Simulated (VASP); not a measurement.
A run of VASP 6.6.1:

The input POSCAR:

```
AlN
1.0
    1.5533326688     -2.6904511034      0.0000000000
    0.0000000000      0.0000000000     -4.9784048385
    9.7083291798      4.7082894309      1.2446012096
Al N
8 8
Direct
    0.2916666667      1.2066404310      0.8333333333
   -0.0208333333      1.0191404310      0.0833333333
    0.4166666667      1.0816404310      0.3333333333
   -0.1458333333      1.1441404310      0.5833333333
   -0.2291666667      0.7274737644      0.9166666667
    0.4583333333      0.5399737644      0.1666666667
   -0.1041666667      0.6024737644      0.4166666667
    0.3333333333      0.6649737644      0.6666666667
    0.2916666667      0.8250262356      0.8333333333
   -0.0208333333      0.6375262356      0.0833333333
    0.4166666667      0.7000262356      0.3333333333
   -0.1458333333      0.7625262356      0.5833333333
   -0.2291666667      0.3458595690      0.9166666667
    0.4583333333      0.1583595690      0.1666666667
   -0.1041666667      0.2208595690      0.4166666667
    0.3333333333      0.2833595690      0.6666666667
```

File INCAR.step1:

```
ALGO = Normal
EDIFF = 1E-4
ENCUT = 520
GGA = PE
ISMEAR = 0
LASPH = True
LCHARG = False
LREAL = Auto
LWAVE = True
NBANDS = 46
NELM = 100
PREC = Accurate
SIGMA = 0.05
```

INCAR.step2

```
ALGO = Normal
EDIFF = 1E-7
ENCUT = 520
ISIF = 2
ISMEAR = 0
ISTART = 1
LASPH = True
LCHARG = True
LELF = True
LMIXTAU = True
LREAL = Auto
LVHAR = True
LWAVE = False
METAGGA = R2SCAN
NBANDS = 46
NELM = 100
PREC = Accurate
SIGMA = 0.05
```

KPOINTS

```
k-points
0
Gamma
  7 5 2
```

Potentials or basis: VASP PAW PBE potentials, release 64 (Al, N).

The run is started by

```console
$ cat potpaw_PBE.64/Al/POTCAR potpaw_PBE.64/N/POTCAR > POTCAR
$ cp INCAR.step1 INCAR
$ mpirun -np 1 vasp_std > vasp.out
$ cp INCAR.step2 INCAR
$ mpirun -np 1 vasp_std > vasp.out
```

Hardware: 1 thread of Intel(R) Xeon(R) 6975P-C (Granite Rapids) (shared host).

Q: Estimate the wall time of this run.

A: Run time: 8.9 min on 1 thread of Intel(R) Xeon(R) 6975P-C (Granite Rapids) (shared host), peak memory 0.37 GiB. Counts: k points 36.
